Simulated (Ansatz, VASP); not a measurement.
Two plane-wave programs on AlN

```
CELL_PARAMETERS angstrom
3.11300 0.00000 0.00000
-1.55650 2.69594 0.00000
0.00000 0.00000 4.98100
ATOMIC_POSITIONS crystal
Al 0.33333 0.66667 0.00000
Al 0.66667 0.33333 0.50000
N 0.33333 0.66667 0.38000
N 0.66667 0.33333 0.88000
```

Alike in both runs: task relaxation of cell and atoms; functional HSE06; k mesh 6 × 6 × 4; occupations gaussian, width 0.02 eV; no spin polarisation.

|  | VASP | Ansatz |
| --- | --- | --- |
| version | VASP 6.6.1 | Ansatz 0.2.0 |
| potentials or method | VASP PAW PBE potentials, release 64 (Al, N), cutoff 600 eV | scalar-relativistic, plane waves, PAW |
| valence electrons in the cell | 16 | 16 |

```tsv
	VASP	Ansatz	Ansatz less VASP
gap on the k mesh at the Fermi level, each at its own relaxed structure (eV)	5.62	5.62	-0.006
relaxed volume (Å³/atom)	10.36	10.37	+0.010
relaxed cell length with the largest relative difference (Å)	3.104	3.105	+0.0015
```
